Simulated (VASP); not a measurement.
Wanted: the native input for a VASP 6.6.1 run.

- Task: single point
- Functional: r2SCAN
- Potentials or basis: VASP PAW PBE potentials, release 64 (Pb_d)
- Cutoff: 520 eV
- k mesh: 16 × 16 × 16
- Occupations: gaussian, width 0.05 eV
- Spin: no spin polarisation
- Dipole correction: no
- Further INCAR settings: ALGO = Normal; EDIFF = 1e-06; NBANDS = 13

Pb:

```xyz
1
Lattice="0.0000 2.4609 2.4609 2.4609 0.0000 2.4609 2.4609 2.4609 0.0000" Properties=species:S:1:pos:R:3 pbc="T T T"
Pb    0.0000    0.0000    0.0000
```

These files were run (other wordings do the same):

POSCAR

```
Pb
1.0
    0.0000000000      2.4608544733      2.4608544733
    2.4608544733      0.0000000000      2.4608544733
    2.4608544733      2.4608544733      0.0000000000
Pb
1
Direct
    0.0000000000      0.0000000000      0.0000000000
```

INCAR.step1

```
PREC = Accurate
ENCUT = 520
ISMEAR = 0
SIGMA = 0.05
LREAL = False
LASPH = True
NELM = 60
NBANDS = 13
GGA = PE
ALGO = Normal
EDIFF = 1E-4
LWAVE = True
LCHARG = False
```

INCAR.step2

```
PREC = Accurate
ENCUT = 520
EDIFF = 1E-6
ISMEAR = 0
SIGMA = 0.05
LREAL = False
LASPH = True
NELM = 60
ALGO = Normal
ISIF = 2
LWAVE = False
LCHARG = True
METAGGA = R2SCAN
LMIXTAU = True
LELF = True
LVHAR = True
NBANDS = 13
ISTART = 1
```

KPOINTS

```
Automatic mesh
0
Gamma
  16 16 16
```

Potentials or basis: VASP PAW PBE potentials, release 64 (Pb_d).

The run is started by

```console
$ cat potpaw_PBE.64/Pb_d/POTCAR > POTCAR
$ cp INCAR.step1 INCAR
$ mpirun -np 1 vasp_std > vasp.out
$ cp INCAR.step2 INCAR
$ mpirun -np 1 vasp_std > vasp.out
```

It gave:

```
Pressure               : 2.1 GPa
Band gap on the k mesh : zero (bands 7 and 8 overlap by 9.66 eV)
```

Caveat: the PAW data sets were made with another functional, which shifts forces and pressure a little; spin-orbit coupling is left out, which moves the levels of the heavy elements.

Run time: 5.1 min on 1 thread of Intel Xeon 8259CL, with other jobs on the host, peak memory 0.2 GiB.
